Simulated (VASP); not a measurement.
Input of a VASP 6.6.1 run:

INCAR

```
PREC = Accurate
ENCUT = 520
EDIFF = 1E-6
ISMEAR = -1
SIGMA = 0.05
LREAL = F
LASPH = T
NELM = 80
ALGO = Normal
ISIF = 2
LWAVE = F
LCHARG = T
GGA = CA
LELF = T
LVHAR = T
NBANDS = 30
```

Contents of KPOINTS:

```
regular mesh
0
Gamma
  5 5 5
```

Contents of POSCAR:

```
CsPbBr3
1.0
    5.7501704582      0.0000000000      0.0000000000
    0.0000000000      5.7501704582      0.0000000000
    0.0000000000      0.0000000000      5.7501704582
Pb Cs Br
1 1 3
Direct
    0.5000000000      0.5000000000      0.5000000000
    0.0000000000      0.0000000000      0.0000000000
    0.5000000000      0.5000000000      0.0000000000
    0.5000000000      0.0000000000      0.5000000000
    0.0000000000      0.5000000000      0.5000000000
```

Potentials or basis: VASP PAW LDA potentials, release 64 (Pb_d, Cs_sv, Br).

Command:

```console
$ cat potpaw_LDA.64/Pb_d/POTCAR potpaw_LDA.64/Cs_sv/POTCAR potpaw_LDA.64/Br/POTCAR > POTCAR
$ mpirun -np 1 vasp_std > vasp.out
```

(1) Predict the band gap on the k mesh.

(2) Predict the pressure.

## Answers

(1) 2.42 eV, direct.

(2) 0.2 GPa.

Caveat: spin-orbit coupling is left out, which moves the levels of the heavy elements.
